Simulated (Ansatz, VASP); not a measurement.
## One calculation of Li4SiC2, two programs

```
CELL_PARAMETERS angstrom
-4.36807 4.36807 1.34019
4.36807 -4.36807 1.34019
4.36807 4.36807 -1.34019
ATOMIC_POSITIONS crystal
Li 0.25732 0.50000 0.75732
Li 0.50000 0.25732 0.75732
Li 0.50000 0.74268 0.24268
Li 0.74268 0.50000 0.24268
Si 0.00000 0.00000 0.00000
C 0.75000 0.25000 0.50000
C 0.25000 0.75000 0.50000
```

Change from the starting cell: species swapped into the BaP4Pd2 type (I4/mmm, No. 139).

Alike in both runs: functional PBE; k mesh 6 × 6 × 6; occupations gaussian, width 0.1 eV; no spin polarisation.

Ansatz relaxed the structure, and its values are those at the end. VASP's run is a single point on that final structure, the one shown.

|  | VASP | Ansatz |
| --- | --- | --- |
| version | VASP 6.6.1 | Ansatz 0.2.0 |
| potentials or method | VASP PAW PBE potentials, release 64 (Li_sv, Si, C), cutoff 520 eV | scalar-relativistic, plane waves, PAW |
| valence electrons in the cell | 24 | 24 |

VASP gave:

* gap on the k mesh at the Fermi level (eV): none
* rms of the force components (eV/Å): 0.003

Q: Which values does Ansatz return?

A: gap on the k mesh at the Fermi level (eV): none; rms of the force components (eV/Å): 0.001.

A gap of «none» marks a metal or a gap that the smearing closes.

The k mesh is coarse, so the values compare programs but aren't converged. Noted on VASP's run: the cutoff is under 1.25 times that of the potentials, so the pressure is a little rough.
